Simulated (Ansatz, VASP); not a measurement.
Two plane-wave programs on Rb

Contents of INCAR:

```
  AGGAC = 1.0
  AGGAX = 1.0
  ALDAC = 0.0
  ALDAX = 1.0
  ALGO = Normal
  EDIFF = 1E-6
  ENCUT = 520
  GGA = B5
  ISIF = 2
  ISMEAR = -1
  LASPH = T
  LCHARG = F
  LREAL = F
  LWAVE = F
  NBANDS = 10
  NELM = 60
  PREC = Accurate
  SIGMA = 0.1
```

KPOINTS

```
k-points
0
Gamma
  8 8 8
```

File POSCAR:

```
Rb
1.0
    4.7846459728      0.0000000000      0.0000000000
    0.0000000000      4.7846459728      0.0000000000
    0.0000000000      0.0000000000      4.7846459728
Rb
1
Direct
    0.0000000000      0.0000000000      0.0000000000
```

Input for Ansatz:

```yaml
crystal:
  lattice:
    - [4.7846459728, 0.0, 0.0]
    - [0.0, 4.7846459728, 0.0]
    - [0.0, 0.0, 4.7846459728]
  atoms:
    - { symbol: Rb, position: [0.0, 0.0, 0.0] }
hamiltonian:
  xc: blyp
  pseudopotentials:
    kind: paw
    azcp:
      Rb: "pseudopotentials/Rb.paw.azcp"
basis:
  ecutwfc: 420
  fft_grid_basis: typed
kpoints:
  mp_grid: { grid: [8, 8, 8], shift: [0, 0, 0] }
magnetization:
  spin_polarized: false
scf:
  occupations: { method: fermi_dirac, width: 0.1 }
  lower_state_search: "off"
output:
  stress: true
```

Alike in both runs: task single point; functional BLYP; k mesh 8 × 8 × 8; occupations fermi-dirac, width 0.1 eV; no spin polarisation.

|  | VASP | Ansatz |
| --- | --- | --- |
| version | VASP 6.6.1 | Ansatz 0.2.0 |
| potentials or method | VASP PAW PBE potentials, release 64 (Rb_sv), cutoff 520 eV | plane waves (420 eV) with PAW, scalar-relativistic |
| valence electrons in the cell | 9 | 9 |

```tsv
	VASP	Ansatz	Ansatz less VASP
pressure (GPa)	0.0	0.0	0.00
```

VASP's potentials were made for PBE, not for BLYP.
